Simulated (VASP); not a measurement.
# Li3ZrN2 (P-3m1) in VASP: a series of runs, part 2 of 2

VASP 6.6.1. The steps go on from the part before.

## Step 3: Relaxation of cell and atoms, PBE

This run uses another cell than the first one, of 10.34 Å³/atom, 1.144 times its volume.

INCAR reads:

```
SYSTEM = Li3ZrN2
PREC = Accurate
ENCUT = 600
EDIFF = 1E-6
ISMEAR = 0
SIGMA = 0.15
LREAL = .FALSE.
LASPH = .TRUE.
NELM = 100
ALGO = Normal
ISIF = 3
LWAVE = .FALSE.
LCHARG = .FALSE.
GGA = PE
IBRION = 2
NSW = 36
EDIFFG = -0.08
```

KPOINTS reads:

```
Automatic mesh
0
G
  4 4 2
  0 0 0
```

POSCAR reads:

```
Li3ZrN2
1.0
    3.4000000000      0.0000000000      0.0000000000
   -1.7000000000      2.9444863700      0.0000000000
    0.0000000000      0.0000000000      6.2000000000
Li Zr N
3 1 2
Direct
    0.0000000000      0.0000000000      0.5000000000
    0.3333333300      0.6666666700      0.6200000000
    0.6666666700      0.3333333300      0.3800000000
    0.0000000000      0.0000000000      0.0000000000
    0.6666666700      0.3333333300      0.7700000000
    0.3333333300      0.6666666700      0.2300000000
```

Potentials or basis: VASP PAW PBE potentials, release 64 (Li_sv, Zr_sv, N).

Launch:

```sh
$ cat potpaw_PBE.64/Li_sv/POTCAR potpaw_PBE.64/Zr_sv/POTCAR potpaw_PBE.64/N/POTCAR > POTCAR
$ mpirun -np 1 vasp_std > vasp.out
```

OUTCAR:

```text
SYSTEM = Li3ZrN2
   PREC = Accurate
   ENCUT = 600
   EDIFF = 1E-6
   ISMEAR = 0
   LREAL = .FALSE.
   LASPH = .TRUE.
   NELM = 100
   ISIF = 3
   GGA = PE
   IBRION = 2
   NSW = 36
   EDIFFG = -0.08

 ion  position               nearest neighbor table
   1  0.000  0.000  0.500-   2 2.10   3 2.10   2 2.10   3 2.10   3 2.10   2 2.10   4 3.10   4 3.10

   2  0.333  0.667  0.620-   1 2.10   1 2.10   1 2.10   5 2.17   5 2.17   5 2.17   3 2.46   3 2.46
                             3 2.46   4 3.07   4 3.07   4 3.07
   3  0.667  0.333  0.380-   1 2.10   1 2.10   1 2.10   6 2.17   6 2.17   6 2.17   2 2.46   2 2.46
                             2 2.46   4 3.07   4 3.07   4 3.07
   4  0.000  0.000  0.000-   5 2.43   6 2.43   6 2.43   5 2.43   5 2.43   6 2.43   2 3.07   3 3.07
                             2 3.07   3 3.07   2 3.07   3 3.07   1 3.10   1 3.10
   5  0.667  0.333  0.770-   2 2.17   2 2.17   2 2.17   4 2.43   4 2.43   4 2.43
[... 186 lines left out ...]
  -------------------------------------------------------------------------------------
  Total       -2.2572451     -2.2572451    -10.6002612      0.0000000     -0.0000000      0.0000000
  in kB      -58.2651865    -58.2651864   -273.6194676      0.0000000     -0.0000000      0.0000000
  external PRESSURE =    -130.0499468 kB  Pullay stress =       0.0000000 kB
[... 307 lines left out ...]
--------------------------------------- Ionic step        9  -------------------------------------------

 number of electron      31.0000002 magnetization

 Free energy of the ion-electron system (eV)
  ---------------------------------------------------
  ext. energy  EPLUGINS =         0.00000000
  ---------------------------------------------------
  free energy    TOTEN  =       -35.20262032 eV

  energy without entropy =      -35.18287769  energy(sigma->0) =      -35.19274901

 E-fermi :   8.3393     XC(G=0): -11.3318

 val. band max:        8.2483311289   @ k =   0.2500  -0.0000   0.0000
 cond. band min:       8.8416731940   @ k =   0.0000   0.0000   0.0000
 fundamental gap:      0.5933420651
 Fermi energy:         8.3393080487

 k-point     1 :       0.0000    0.0000    0.0000
  band No.  band energies     occupation
      1     -41.0329      2.00000
      2     -39.2610      2.00000
      3     -37.7003      2.00000
      4     -37.6853      2.00000
      5     -19.2155      2.00000
      6     -18.8166      2.00000
[... 198 lines left out ...]
  FREE ENERGIE OF THE ION-ELECTRON SYSTEM (eV)
  ---------------------------------------------------
  free  energy   TOTEN  =       -35.2026203220 eV

  energy  without entropy=      -35.1828776907  energy(sigma->0) =      -35.19274901

 reached required accuracy - stopping structural energy minimisation
```

OSZICAR:

```text
N       E                     dE             d eps       ncg     rms          rms(c)
DAV:   1     0.274973648812E+03    0.27497E+03   -0.17318E+04   304   0.193E+03
DAV:   2    -0.652284186397E+01   -0.28150E+03   -0.26841E+03   335   0.477E+02
DAV:   3    -0.378992993981E+02   -0.31376E+02   -0.30804E+02   514   0.123E+02
[... 83 lines left out ...]
DAV:   4    -0.352026046026E+02   -0.30836E-04   -0.23849E-03   375   0.327E-01    0.123E-01
DAV:   5    -0.352026116564E+02   -0.70538E-05   -0.27549E-04   477   0.950E-02    0.446E-02
DAV:   6    -0.352026207832E+02   -0.91268E-05   -0.73195E-05   517   0.552E-02    0.179E-02
DAV:   7    -0.352026202879E+02    0.49529E-06   -0.11305E-05   386   0.297E-02    0.313E-03
DAV:   8    -0.352026203220E+02   -0.34143E-07   -0.15275E-06   266   0.101E-02
   9 F= -.35202620E+02 E0= -.35192749E+02  d E =-.683714E-02
```

CONTCAR:

```text
Li3ZrN2
   1.00000000000000
     3.3165784069080155   -0.0000000000000000   -0.0000000000000000
    -1.6582892034540078    2.8722411513713011    0.0000000000000000
    -0.0000000000000000   -0.0000000000000000    5.6796536662853585
  Li              Zr              N
     3     1     2
Direct
     0.0000000000000000    0.0000000000000000    0.5000000000000000
     0.3333333300000021    0.6666666699999979    0.6594490045173935
     0.6666666699999979    0.3333333300000021    0.3405509954826065
     0.0000000000000000    0.0000000000000000    0.0000000000000000
     0.6666666699999979    0.3333333300000021    0.7491185429227948
     0.3333333300000021    0.6666666699999979    0.2508814570772053

  0.00000000E+00  0.00000000E+00  0.00000000E+00
  0.00000000E+00  0.00000000E+00  0.00000000E+00
  0.00000000E+00  0.00000000E+00  0.00000000E+00
  0.00000000E+00  0.00000000E+00  0.00000000E+00
  0.00000000E+00  0.00000000E+00  0.00000000E+00
  0.00000000E+00  0.00000000E+00  0.00000000E+00
```

It took 88 s on 1 thread of Intel Xeon Platinum 8259CL at 2.50GHz (Skylake/Cascade Lake), shared host; peak memory 0.2 GiB.

What came out:

```yaml
Free_energy: -35.2026 eV
Relaxed_volume: 9.02 Å³/atom
Relaxed_cell: a = 3.317 Å, b = 3.317 Å, c = 5.680 Å, α = 90.00°, β = 90.00°, γ = 120.00°
Space_group_after_relaxing_to_0.05_Å: P-3m1 (No. 164)
Energy_gained_by_relaxing: 220.0 meV/atom
Ionic_steps: 9
Pressure_after_relaxing: 0.1 GPa
Largest_force_after_relaxing: 0.070 eV/Å
```

Forces on the atoms (eV/Å):
```
Li   0.000  0.000  0.000
Li   0.000  0.000  0.037
Li   0.000  0.000 -0.037
Zr   0.000  0.000  0.000
N    0.000  0.000 -0.070
N    0.000  0.000  0.070
```

Step by step:
| step | energy change (eV) | largest force (eV/Å) | pressure (GPa) | volume (Å³) |
| --- | --- | --- | --- | --- |
| 1 | 0.0000 | 2.2431 | -13.00 | 62.07 |
| 2 | -1.1103 | 1.2456 | -1.16 | 54.74 |
| 3 | -1.1851 | 1.1220 | 4.87 | 52.50 |
| 4 | -1.2980 | 0.1174 | -0.38 | 53.78 |
| 5 | -1.2981 | 0.1154 | -0.26 | 53.74 |
| 6 | -1.3105 | 0.1210 | 0.04 | 53.67 |
| 7 | -1.3134 | 0.1280 | 0.31 | 53.62 |
| 8 | -1.3171 | 0.0984 | 0.23 | 53.76 |
| 9 | -1.3202 | 0.0705 | 0.10 | 54.10 |

Final structure:
```
Li Zr N
1.0
     3.31658    0.00000    0.00000
    -1.65829    2.87224    0.00000
     0.00000    0.00000    5.67965
Li Zr N
3 1 2
Direct
  0.00000 0.00000 0.50000
  0.33333 0.66667 0.65945
  0.66667 0.33333 0.34055
  0.00000 0.00000 0.00000
  0.66667 0.33333 0.74912
  0.33333 0.66667 0.25088
```

Levels at points of the mesh, in eV from the Fermi level:
| k point | band 11 | band 12 | band 13 | band 14 | band 15 | band 16 | band 17 | band 18 | band 19 |
| --- | --- | --- | --- | --- | --- | --- | --- | --- | --- |
| (0.00, 0.00, 0.00) | -3.79 | -3.79 | -2.11 | -2.07 | -2.07 | 0.50 | 1.16 | 1.16 | 3.05 |
| (0.50, 0.00, 0.00) | -4.45 | -4.28 | -3.97 | -3.97 | -3.49 | -0.59 | 3.56 | 3.63 | 4.53 |
| (0.00, 0.00, 0.50) | -4.27 | -3.67 | -3.67 | -2.31 | -2.31 | 0.99 | 0.99 | 1.16 | 3.91 |
| (0.50, 0.00, 0.50) | -4.76 | -4.73 | -4.49 | -2.74 | -2.55 | -1.31 | 3.19 | 3.60 | 3.63 |

Caveat: the k points lie up to 0.55 Å⁻¹ apart in the final cell; the cutoff is under 1.25 times the usual one of these potentials, so pressure, stress and relaxed cells hold a basis-set (Pulay) error; the relaxation stopped at a loose force limit of 0.08 eV/Å, so its end isn't a converged minimum.

## Step 4: Single point, PBE

This run uses another cell than the first one, of 9.07 Å³/atom, 1.003 times its volume.

INCAR reads:

```
SYSTEM = Li3ZrN2
ALGO = Normal
EDIFF = 1E-6
ENCUT = 520
GGA = PE
ISIF = 2
ISMEAR = 0
LASPH = .True.
LCHARG = .False.
LREAL = .False.
LWAVE = .False.
NBANDS = 24
NELM = 80
PREC = Accurate
SIGMA = 0.1
```

KPOINTS reads:

```
k-points
0
Gamma
  12 12 6
  0 0 0
```

POSCAR reads:

```
Li3ZrN2
1.0
    3.3085449275      0.0000000000      0.0000000000
   -1.6542724638      2.8652839568      0.0000000000
    0.0000000000      0.0000000000      5.7379111118
Li Zr N
3 1 2
Direct
    0.0000000000      0.0000000000      0.5000000000
    0.3333333333      0.6666666667      0.6646792199
    0.6666666667      0.3333333333      0.3353207801
    0.0000000000      0.0000000000      0.0000000000
    0.6666666667      0.3333333333      0.7499902209
    0.3333333333      0.6666666667      0.2500097791
```

Launch:

```sh
$ cat potpaw_PBE.64/Li_sv/POTCAR potpaw_PBE.64/Zr_sv/POTCAR potpaw_PBE.64/N/POTCAR > POTCAR
$ mpirun -np 1 vasp_std > vasp.out
```

Run time: 2 min. Hardware: 1 thread of Intel Xeon Platinum 8259CL at 2.50GHz (Skylake/Cascade Lake), shared host; peak memory 0.26 GiB.

It converged, with:

```yaml
Free_energy: -35.1490 eV
Largest_force: 0.014 eV/Å
```

Forces in eV/Å, atoms in the order of the input:
```
Li   0.000  0.000  0.000
Li   0.000  0.000 -0.014
Li   0.000  0.000  0.014
Zr   0.000  0.000  0.000
N    0.000  0.000  0.003
N    0.000  0.000 -0.003
```

Levels at points of the mesh, in eV from the Fermi level:
```csv
k point,band 11,band 12,band 13,band 14,band 15,band 16,band 17,band 18,band 19,band 20
"(0.00, 0.00, 0.00)",-3.89,-3.89,-2.27,-2.20,-2.20,0.27,1.00,1.00,2.88,3.47
"(0.50, 0.00, 0.00)",-4.57,-4.42,-4.11,-4.08,-3.57,-0.78,3.42,3.50,4.37,4.47
"(0.00, 0.00, 0.50)",-4.42,-3.78,-3.78,-2.42,-2.42,0.85,0.85,1.01,3.76,3.95
"(0.50, 0.00, 0.50)",-4.89,-4.84,-4.58,-2.89,-2.67,-1.51,3.04,3.43,3.49,4.03
```

Caveat: the cutoff is under 1.25 times the usual one of these potentials, so pressure, stress and relaxed cells hold a basis-set (Pulay) error.

## Step 5: Overview

```tsv
task	cell	k mesh	cutoff (eV)	smearing	gap on the mesh (eV)	largest force (eV/Å)
single point	a = 3.323, b = 3.323, c = 5.673 Å, angles 90.0, 90.0, 120.0°, 6 atoms	4 × 4 × 2	520	gaussian 0.15 eV	none	0.04
relaxation of cell and atoms	relaxed from a = 3.400, b = 3.400, c = 6.200 Å, angles 90.0, 90.0, 120.0°, 6 atoms	4 × 4 × 2	600	gaussian 0.15 eV	none	0.07
single point	a = 3.309, b = 3.309, c = 5.738 Å, angles 90.0, 90.0, 120.0°, 6 atoms	12 × 12 × 6	520	gaussian 0.1 eV	none	0.01
```

Alike in all rows: level PBE; potentials or basis VASP PAW PBE potentials, release 64 (Li_sv, Zr_sv, N); no spin polarisation.

Caveats: some runs use coarse meshes; the cutoff is under 1.25 times the usual one of these potentials, so pressure, stress and relaxed cells hold a basis-set (Pulay) error; the relaxation stopped at a loose force limit of 0.08 eV/Å, so its end isn't a converged minimum (some runs).

Absolute energies hang on the potentials; compare differences alone.
